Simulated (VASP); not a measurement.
# AlN (Cm) in VASP: a series of runs

AlN is run at these levels: PBE; tasks: single point.

All numbers are computed with VASP 6.6.1; they aren't measurements. Logs are shortened: lines on timing, memory, paths and dates and some standing lists are left out, and cuts for length are marked.

## Step 1: The cell of the first run

Symmetry: Cm, No. 8, monoclinic system. Conventional cell: a = 5.388 Å, b = 3.111 Å, c = 4.978 Å, α = 90.00°, β = 90.00°, γ = 90.00°. Al (site symmetry m) has 4 N at 1.80 to 1.94 Å within 2.4 Å. Within 2.5 Å of Al (site symmetry m) lie 4 N at 1.85 to 1.99 Å. Within 2.5 Å of N (site symmetry m) lie 4 Al at 1.85 to 1.99 Å. N (site symmetry m) has 4 Al at 1.80 to 1.94 Å within 2.4 Å.

## Step 2: Single point, PBE

File INCAR:

```
PREC     = Accurate       # precision mode
ENCUT    = 520            # plane-wave cutoff, eV
EDIFF    = 1E-6           # SCF threshold, eV
ISMEAR   = 0              # smearing method
SIGMA    = 0.05           # smearing width, eV
LREAL    = F              # projectors in reciprocal space
LASPH    = T              # aspherical terms in the spheres
NELM     = 80             # most SCF steps
ALGO     = Normal         # electronic algorithm
ISIF     = 2              # what is computed and relaxed
LWAVE    = F              # write WAVECAR
LCHARG   = F              # write CHGCAR
GGA      = PE             # functional
NBANDS   = 16             # bands
```

File KPOINTS:

```
Automatic mesh
0
Gamma
  9 9 6
```

File POSCAR:

```
AlN
1.0
    3.1110021516      0.0000000000      0.0000000000
   -1.5555010758      2.6942068945      0.0000000000
    0.0000000000      0.0000000000      4.9780000000
Al N
2 2
Direct
    0.3333333333      0.6666666667      0.0000000000
    0.6666666667      0.3333333333      0.5000000000
    0.3686972380      0.6843486190      0.3788997264
    0.7020305713      0.3510152857      0.8788997264
```

Potentials or basis: VASP PAW PBE potentials, release 64 (Al, N).

Started as:

```
$ cat potpaw_PBE.64/Al/POTCAR potpaw_PBE.64/N/POTCAR > POTCAR
$ mpirun -np 1 vasp_std > vasp.out
```

OUTCAR:

```text
PREC = Accurate
   ENCUT = 520
   EDIFF = 1E-6
   ISMEAR = 0
   LREAL = F
   LASPH = T
   NELM = 80
   ISIF = 2
   GGA = PE

 ion  position               nearest neighbor table
   1  0.333  0.667  0.000-   4 1.80   3 1.89   4 1.94   4 1.94   2 3.07   2 3.07   2 3.07   2 3.07
                             2 3.07   2 3.07
   2  0.667  0.333  0.500-   3 1.85   3 1.85   4 1.89   3 1.99   1 3.07   1 3.07   1 3.07   1 3.07
                             1 3.07   1 3.07
   3  0.369  0.684  0.379-   2 1.85   2 1.85   1 1.89   2 1.99
   4  0.702  0.351  0.879-   1 1.80   2 1.89   1 1.94   1 1.94

  LATTYP: Found a hexagonal cell.
 ALAT       =     3.1110021516
 C/A-ratio  =     1.6001274694

  Lattice vectors:

 A1 = (   3.1110021516,   0.0000000000,   0.0000000000)
 A2 = (  -1.5555010758,   2.6942068945,   0.0000000000)
 A3 = (   0.0000000000,   0.0000000000,   4.9780000000)

Analysis of symmetry for initial positions (statically):
=====================================================================
 Subroutine PRICEL returns:
 Original cell was already a primitive cell.

 Routine SETGRP: Setting up the symmetry group for a
 hexagonal supercell.

 Subroutine GETGRP returns: Found  2 space group operations
 (whereof  2 operations were pure point group operations)
 out of a pool of 24 trial point group operations.

The static configuration has the point symmetry C_1h.

Analysis of symmetry for dynamics (positions and initial velocities):
=====================================================================
 Subroutine PRICEL returns:
 Original cell was already a primitive cell.

 Routine SETGRP: Setting up the symmetry group for a
 hexagonal supercell.

 Subroutine GETGRP returns: Found  2 space group operations
 (whereof  2 operations were pure point group operations)
 out of a pool of 24 trial point group operations.

The dynamic configuration has the point symmetry C_1h.

 Subroutine INISYM returns: Found  2 space group operations
 (whereof  2 operations are pure point group operations),
 and found     1 'primitive' translations

----------------------------------------------------------------------------------------

                                     Primitive cell

  volume of cell :      41.7240

  direct lattice vectors                    reciprocal lattice vectors
     3.111002152  0.000000000  0.000000000     0.321439829  0.185583372  0.000000000
    -1.555501076  2.694206895  0.000000000     0.000000000  0.371166744  0.000000000
     0.000000000  0.000000000  4.978000000     0.000000000  0.000000000  0.200883889

  length of vectors
     3.111002152  3.111002152  4.978000000     0.371166744  0.371166744  0.200883889

  position of ions in fractional coordinates (direct lattice)
     0.333333333  0.666666667  0.000000000
     0.666666667  0.333333333  0.500000000
     0.368697238  0.684348619  0.378899726
     0.702030571  0.351015286  0.878899726

  ion indices of the primitive-cell ions
   primitive index   ion index
                 1           1
                 2           2
                 3           3
                 4           4

----------------------------------------------------------------------------------------

 KPOINTS: Automatic mesh

Automatic generation of k-mesh.
 Grid dimensions read from file:
 generate k-points for:    9    9    6

 Generating k-lattice:

  Cartesian coordinates                     Fractional coordinates (reciprocal lattice)
     0.035715537  0.020620375  0.000000000     0.111111111  0.000000000  0.000000000
     0.000000000  0.041240749  0.000000000     0.000000000  0.111111111  0.000000000
     0.000000000  0.000000000  0.033480648     0.000000000  0.000000000  0.166666667

  Length of vectors
     0.041240749  0.041240749  0.033480648

  Shift w.r.t. Gamma in fractional coordinates (k-lattice)
     0.000000000  0.000000000  0.000000000

 Subroutine IBZKPT returns following result:
 ===========================================

 Found    140 irreducible k-points:

 Following reciprocal coordinates:
            Coordinates               Weight
  0.000000  0.000000  0.000000      1.000000
  0.111111 -0.000000  0.000000      2.000000
  0.000000  0.111111  0.000000      4.000000
  0.222222 -0.000000  0.000000      2.000000
  0.000000  0.222222  0.000000      4.000000
  0.333333  0.000000  0.000000      2.000000
[... 16 lines left out ...]
 -0.222222 -0.444444  0.000000      4.000000
  0.444444  0.333333  0.000000      4.000000
 [... further k-points ...]
   k-points           NKPTS =    140   k-points in BZ     NKDIM =    140   number of bands    NBANDS=     16
   number of dos      NEDOS =    301   number of ions     NIONS =      4
   total plane-waves  NPLWV =  23040
   dimension x,y,z NGX =    24 NGY =   24 NGZ =   40
   dimension x,y,z NGXF=    48 NGYF=   48 NGZF=   80
   ions per type =               2   2
   NGX,Y,Z   is equivalent  to a cutoff of  12.83, 12.83, 13.36 a.u.
   NGXF,Y,Z  is equivalent  to a cutoff of  25.65, 25.65, 26.72 a.u.
 SYSTEM =  unknown system
   PREC   = accura    normal or accurate (medium, high low for compatibility)
   ISTART =      0    job   : 0-new  1-cont  2-samecut
   ICHARG =      2    charge: 1-file 2-atom 10-const
   ISPIN  =      1    spin polarized calculation?
   LNONCOLLINEAR =      F non collinear calculations
   LSORBIT =      F    spin-orbit coupling
   LASPH  =      T    aspherical Exc in radial PAW
   ENCUT  =  520.0 eV  38.22 Ry    6.18 a.u.   5.78  5.78  9.26*2*pi/ulx,y,z
   NELM   =     80;   NELMIN=  2; NELMDL= -5     # of ELM steps
   EDIFF  = 0.1E-05   stopping-criterion for ELM
   LREAL  =      F    real-space projection
   EDIFFG = 0.1E-04   stopping-criterion for IOM
   NSW    =      0    number of steps for IOM
   IBRION =     -1    ionic relax: 0-MD 1-quasi-New 2-CG
   NFREE  =      0    steps in history (QN), initial steepest desc. (CG)
   ISIF   =      2    stress and relaxation
   ISYM   =      2    0-nonsym 1-usesym 2-fastsym
   POTIM  = 0.5000    time-step for ionic-motion
   TEBEG  =    0.0;   TEEND  =   0.0 temperature during run
   PSTRESS=    0.0 pullay stress
   NELECT =      16.0000    total number of electrons
   NUPDOWN=      -1.0000    fix difference up-down
   EMIN   =  10.00;   EMAX   =-10.00  energy-range for DOS
   EFERMI =   0.00;   METHOD = LEGACY
   ISMEAR =     0;   SIGMA  =   0.05  broadening in eV -4-tet -1-fermi 0-gaus
   EFERMI_NEDOS =   21; number of points for ismear=-14 and -15
   IALGO  =     38    algorithm
   IMIX   =      4    mixing-type and parameters
     AMIX     =   0.40;   BMIX     =  1.00
     AMIX_MAG =   1.60;   BMIX_MAG =  1.00
  volume/ion in A,a.u.               =      10.43        70.39
  Fermi-wavevector in a.u.,A,eV,Ry     =   1.189377  2.247596 19.247033  1.414617
  Thomas-Fermi vector in A             =   2.325485
   LORBIT       =      0    0 simple, 1 ext, 2 COOP (PROOUT), +10 PAW based schemes
   GGA     = PE    functional components
   LHFCALC =     F    Hartree Fock is set to
   AEXX    =    0.0000 exact exchange contribution
   IVDW    =     0    specifies the selected vdW correction
   LEPSILON=     F    determine dielectric tensor
   LRPA    =     F    only Hartree local field effects (RPA)
 non-spin polarized calculation
 Gauss-broadening in eV      SIGMA  =   0.05
  energy-cutoff  :      520.00
  volume of cell :       41.72
 maximum number of plane-waves:      1152
   NGX = 11   NGY = 11   NGZ = 19

 number of electron      15.9999999 magnetization

 Free energy of the ion-electron system (eV)
  ---------------------------------------------------
  ext. energy  EPLUGINS =         0.00000000
  ---------------------------------------------------
  free energy    TOTEN  =       -29.63381205 eV

  energy without entropy =      -29.63381205  energy(sigma->0) =      -29.63381205

 E-fermi :   6.4588     XC(G=0): -10.9144

 val. band max:        6.2125286909   @ k =   0.0000   0.0000   0.0000
 cond. band min:      10.3541908907   @ k =   0.0000   0.0000   0.0000
 fundamental gap:      4.1416621998
 Fermi energy:         6.4588220158

 k-point     1 :       0.0000    0.0000    0.0000
  band No.  band energies     occupation
      1      -9.0340      2.00000
      2      -6.8820      2.00000
      3       0.1508      2.00000
      4       5.2546      2.00000
      5       5.2670      2.00000
      6       5.9213      2.00000
[... 8 lines left out ...]
     15      19.3326      0.00000
     16      19.3749      0.00000

 k-point     2 :       0.1111   -0.0000    0.0000
  band No.  band energies     occupation
      1      -8.8775      2.00000
      2      -6.7948      2.00000
      3       0.3372      2.00000
      4       4.5749      2.00000
      5       5.0680      2.00000
      6       5.3018      2.00000
[... 8 lines left out ...]
     15      19.2105      0.00000
     16      19.3212      0.00000

 k-point     3 :       0.0000    0.1111    0.0000
  band No.  band energies     occupation
      1      -8.8775      2.00000
      2      -6.7946      2.00000
      3       0.3373      2.00000
      4       4.5687      2.00000
      5       5.0333      2.00000
      6       5.3643      2.00000
[... 8 lines left out ...]
     15      19.1780      0.00000
     16      19.3514      0.00000

 k-point     4 :       0.2222   -0.0000    0.0000
  band No.  band energies     occupation
      1      -8.4333      2.00000
      2      -6.5766      2.00000
      3       0.8780      2.00000
      4       3.0921      2.00000
      5       4.0395      2.00000
      6       4.6733      2.00000
[... 8 lines left out ...]
     15      18.4000      0.00000
     16      19.1020      0.00000
[... 324 lines left out ...]
 k-point    22 :       0.3333    0.2222    0.0000
  band No.  band energies     occupation
      1      -6.9112      2.00000
      2      -6.3450      2.00000
      3       1.2289      2.00000
      4       2.2269      2.00000
      5       2.9165      2.00000
      6       3.0412      2.00000
[... 8 lines left out ...]
     15      18.9067      0.00000
     16      20.7056      0.00000

 k-point    23 :      -0.2222   -0.4444    0.0000
  band No.  band energies     occupation
      1      -6.9126      2.00000
      2      -6.3426      2.00000
      3       1.2160      2.00000
      4       2.2383      2.00000
      5       2.9029      2.00000
      6       3.0646      2.00000
[... 8 lines left out ...]
     15      18.9151      0.00000
     16      20.7088      0.00000

 k-point    24 :       0.4444    0.3333    0.0000
  band No.  band energies     occupation
      1      -6.9121      2.00000
      2      -6.3436      2.00000
      3       1.2220      2.00000
      4       2.2253      2.00000
      5       2.9275      2.00000
      6       3.0457      2.00000
[... 8 lines left out ...]
     15      18.9200      0.00000
     16      20.7093      0.00000

 [... further k-points ...]
[... 5 lines left out ...]
  --------------------------------------------------------------------------------------
  -------------------------------------------------------------------------------------
  Total        1.3061793      1.1386897      1.4825354      0.1450502      0.5352131      0.9270162
  in kB       50.1565001     43.7250025     56.9284697      5.5698403     20.5518606     35.5968672
  external PRESSURE =      50.2699908 kB  Pullay stress =       0.0000000 kB

 VOLUME and BASIS-vectors are now :
 -----------------------------------------------------------------------------
  energy-cutoff  :      520.00
  volume of cell :       41.72
      direct lattice vectors                 reciprocal lattice vectors
     3.111002152  0.000000000  0.000000000     0.321439829  0.185583372  0.000000000
    -1.555501076  2.694206895  0.000000000     0.000000000  0.371166744  0.000000000
     0.000000000  0.000000000  4.978000000     0.000000000  0.000000000  0.200883889

 POSITION                                       TOTAL-FORCE (eV/Angst)
 -----------------------------------------------------------------------------------
     -0.00000      1.79614      0.00000         1.422913      0.821519     -0.031934
      1.55550      0.89807      2.48900         1.030036      0.594692     -0.061276
      0.08251      1.84378      1.88616        -1.028588     -0.593855      0.062478
      1.63801      0.94571      4.37516        -1.424361     -0.822355      0.030732
 -----------------------------------------------------------------------------------
    total drift:                               -0.000775     -0.000448      0.000381

  FREE ENERGIE OF THE ION-ELECTRON SYSTEM (eV)
  ---------------------------------------------------
  free  energy   TOTEN  =       -29.6338120535 eV

  energy  without entropy=      -29.6338120535  energy(sigma->0) =      -29.63381205
```

Run time: 62 s. Hardware: 1 thread of Intel Xeon Platinum 8488C (Sapphire Rapids), shared host; peak memory 0.2 GiB.

What came out:

```
Free energy            : -29.6338 eV
Pressure               : 5.0 GPa
Largest force          : 1.645 eV/Å
Band gap on the k mesh : 4.14 eV
```

Forces in eV/Å, atoms in the order of the input:
```
Al   1.423  0.822 -0.032
Al   1.030  0.595 -0.061
N   -1.029 -0.594  0.062
N   -1.424 -0.822  0.031
```

Stress tensor (GPa, compression positive):
```
5.02 0.56 3.56
0.56 4.37 2.06
3.56 2.06 5.69
```

Levels at points of the mesh, in eV from the valence-band top:
```csv
k point,band 4,band 5,band 6,band 7,band 8,band 9,band 10,band 11,band 12,band 13
"(0.00, 0.00, 0.00)",-0.96,-0.95,-0.29,-0.20,0.00,4.14,6.57,10.51,11.09,11.11
"(0.00, 0.00, 0.50)",-3.41,-0.78,-0.76,-0.39,-0.38,6.38,6.38,10.22,10.23,11.27
```

Caveat: the cell differs from its parent crystal (all N atoms moved -0.100 Å, as atom 3 towards its neighbour atom 2 (Al) at 1.885 Å); the cell stands under pressure; an odd mesh through Γ misses points on the zone boundary, where band edges can lie; forces of over 1 eV/Å act on the atoms, so gaps and moduli don't describe the material at rest.

## Step 3: Single point, PBE

File INCAR:

```
SYSTEM = AlN
PREC = Accurate
ENCUT = 520
EDIFF = 1E-7
ISMEAR = 0
SIGMA = 0.05
LREAL = .False.
LASPH = .True.
NELM = 100
ALGO = Normal
ISIF = 2
LWAVE = .False.
LCHARG = .False.
GGA = PE
NBANDS = 16
```

File KPOINTS:

```
regular mesh
0
Gamma
  9 9 6
  0 0 0
```

Edit POSCAR of step 2 so:

```diff
@@ -10,3 +10,3 @@
     0.6666666667      0.3333333333      0.5000000000
-    0.3686972380      0.6843486190      0.3788997264
-    0.7020305713      0.3510152857      0.8788997264
+    0.3156513810      0.6578256905      0.3880501368
+    0.6489847143      0.3244923572      0.8880501368
```

Potentials or basis: VASP PAW PBE potentials, release 64 (Al, N).

Started as:

```
$ cat potpaw_PBE.64/Al/POTCAR potpaw_PBE.64/N/POTCAR > POTCAR
$ mpirun -np 1 vasp_std > vasp.out
```

It took 58 s on 1 thread of Intel Xeon Platinum 8488C (Sapphire Rapids), shared host; peak memory 0.21 GiB.

It converged, with:

```yaml
Free_energy: -29.7231 eV
Pressure: 4.1 GPa
Largest_force: 0.922 eV/Å
Band_gap_on_the_k_mesh: 4.10 eV
```

Forces in eV/Å, atoms in the order of the input:
```
Al  -0.616 -0.355  0.386
Al  -0.723 -0.417  0.390
N    0.723  0.418 -0.390
N    0.615  0.355 -0.386
```

Stress tensor (GPa, compression positive):
```
 5.58  0.15 -1.69
 0.15  5.41 -0.97
-1.69 -0.97  1.37
```

Levels at points of the mesh, in eV from the valence-band top:
| k point | band 6 | band 7 | band 8 | band 9 | band 10 | band 11 |
| --- | --- | --- | --- | --- | --- | --- |
| (0.00, 0.00, 0.00) | -0.37 | -0.36 | 0.00 | 4.10 | 6.56 | 10.57 |
| (0.00, 0.00, 0.50) | -0.81 | -0.61 | -0.61 | 6.39 | 6.39 | 10.21 |

Caveat: the cell differs from its parent crystal (all N atoms moved +0.050 Å, as atom 3 towards its neighbour atom 2 (Al) at 1.885 Å); the cell stands under pressure.
